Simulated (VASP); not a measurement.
CdS, 4 atoms in the cell. Symmetry: P6_3mc, No. 186, hexagonal system. Conventional cell: a = 3.990 Å, b = 3.990 Å, c = 6.483 Å, α = 90.00°, β = 90.00°, γ = 120.00°. Within 3.2 Å of Cd (site symmetry 3m) lie 4 S at 2.44 Å. Within 3.2 Å of S (site symmetry 3m) lie 4 Cd at 2.44 Å. 

| Item | Value |
| --- | --- |
| Program | VASP 6.6.1 |
| Task | relaxation of shape and atoms at fixed volume |
| Functional | r2SCAN |
| Potentials or basis | VASP PAW PBE potentials, release 64 (Cd, S) |
| Cutoff | 600 eV |
| k mesh | 6 × 6 × 4 |
| Occupations | gaussian, width 0.02 eV |
| Spin | no spin polarisation |
| Dipole correction | no |
| Further INCAR settings | ALGO = Normal; EDIFF = 1e-07; IBRION = 2; EDIFFG = -0.01; NSW = 50; ISIF = 4 |

Potentials or basis: VASP PAW PBE potentials, release 64 (Cd, S).

The run is started by

```bash
$ cat potpaw_PBE.64/Cd/POTCAR potpaw_PBE.64/S/POTCAR > POTCAR
$ cp INCAR.step1 INCAR
$ mpirun -np 1 vasp_std > vasp.out
$ cp INCAR.step2 INCAR
$ mpirun -np 1 vasp_std > vasp.out
```

Hardware: 1 thread of Intel(R) Xeon(R) Platinum 8488C (Sapphire Rapids) (shared host).

Task: How long does it take, and how much memory?

Result: Wall time 3.4 min on 1 thread of Intel(R) Xeon(R) Platinum 8488C (Sapphire Rapids) (shared host), peak memory 0.27 GiB. Counts: k points 21, ion steps 2.
